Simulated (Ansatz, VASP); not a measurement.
# One calculation of AlNi, two programs

```
Al Ni
1.0
    -2.89308    2.89308    2.89308
     2.89308   -2.89308    2.89308
     2.89308    2.89308   -2.89308
Al Ni
4 4
Cartesian
  0.0000 2.8931 0.0000
  2.8931 0.0000 0.0000
  0.0000 0.0000 0.0000
  0.0000 0.0000 2.8931
  1.4465 1.4465 1.4465
  1.4465 1.4465 -1.4465
  1.4465 -1.4465 1.4465
  -1.4465 1.4465 1.4465
```

Alike in both runs: task single point; functional PBE; k mesh 8 × 8 × 8; occupations gaussian, width 0.15 eV; no spin polarisation.

```csv
,VASP,Ansatz
version,VASP 6.6.1,Ansatz 0.2.0
potentials or method,"VASP PAW PBE potentials, release 64 (Al, Ni), cutoff 520 eV","scalar-relativistic, plane waves, PAW"
valence electrons in the cell,52,84
```

Ansatz gave:

| Quantity | Value |
| --- | --- |
| gap on the k mesh at the Fermi level (eV) | none |
| pressure (GPa) | 0.0 |

Q: Estimate VASP's values.

A: gap on the k mesh at the Fermi level (eV): none; pressure (GPa): 0.1.

A gap of «none» marks a metal or a gap that the smearing closes. VASP's potentials hold 52 valence electrons a cell and Ansatz's 84, so a difference there can come from the potentials and not from the codes.
